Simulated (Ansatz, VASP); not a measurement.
**One calculation of Zn, two programs**

```
CELL_PARAMETERS angstrom
2.65564 0.00000 0.00000
-1.32782 2.29985 0.00000
0.00000 0.00000 4.96246
ATOMIC_POSITIONS crystal
Zn 0.33333 0.66667 0.25000
Zn 0.66667 0.33333 0.75000
```

Alike in both runs: task single point; functional PBE; k mesh 14 × 14 × 7; no spin polarisation.

|  | VASP | Ansatz |
| --- | --- | --- |
| version | VASP 6.6.1 | Ansatz 0.2.0 |
| potentials or method | VASP PAW PBE potentials, release 64 (Zn), cutoff 520 eV | plane waves (420 eV) with PAW, scalar-relativistic |
| occupations | methfessel-paxton of order 1, width 0.3 eV | cold, width 0.3 eV |
| valence electrons in the cell | 24 | 24 |

|  | VASP | Ansatz | Ansatz less VASP |
| --- | --- | --- | --- |
| pressure (GPa) | 0.4 | 0.1 | -0.30 |
| traceless stress, the component that is largest in VASP (GPa) | -0.76 | -0.54 | +0.220 |
